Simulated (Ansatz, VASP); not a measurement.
## FeNi3 in VASP and in Ansatz

```
CELL_PARAMETERS angstrom
3.48785 0.00000 0.00000
0.00000 3.48785 0.00000
0.00000 0.00000 3.48785
ATOMIC_POSITIONS crystal
Fe 0.00000 0.00000 0.00000
Ni 0.00000 0.50000 0.50000
Ni 0.50000 0.00000 0.50000
Ni 0.50000 0.50000 0.00000
```

Alike in both runs: functional PBEsol; k mesh 6 × 6 × 6; occupations gaussian, width 0.1 eV; collinear spin.

Ansatz relaxed the structure, and its values are those at the end. VASP's run is a single point on that final structure, the one shown.

|  | VASP | Ansatz |
| --- | --- | --- |
| version | VASP 6.6.1 | Ansatz 0.2.0 |
| potentials or method | VASP PAW PBE potentials, release 64 (Fe, Ni), cutoff 520 eV | scalar-relativistic, plane waves, PAW |
| valence electrons in the cell | 38 | 70 |

VASP gave:

| Quantity | Value |
| --- | --- |
| gap on the k mesh at the Fermi level (eV) | none |
| pressure (GPa) | 0.4 |
| net moment per atom (μB) | 1.22 |
| size of the moment on the site where the two differ most (μB) | 0.66 |

Question: Estimate Ansatz's values.

Answer: gap on the k mesh at the Fermi level (eV): none; pressure (GPa): 0.5; net moment per atom (μB): 1.22; size of the moment on the site where the two differ most (μB): 0.71.

VASP's potentials were made for PBE, not for PBEsol. Site moments also hang on the region over which each program counts them. A gap of «none» marks a metal or a gap that the smearing closes. With one functional, cell and mesh, what is left measures potentials, basis and numerics. VASP's potentials hold 38 valence electrons a cell and Ansatz's 70, so a difference there can come from the potentials and not from the codes.
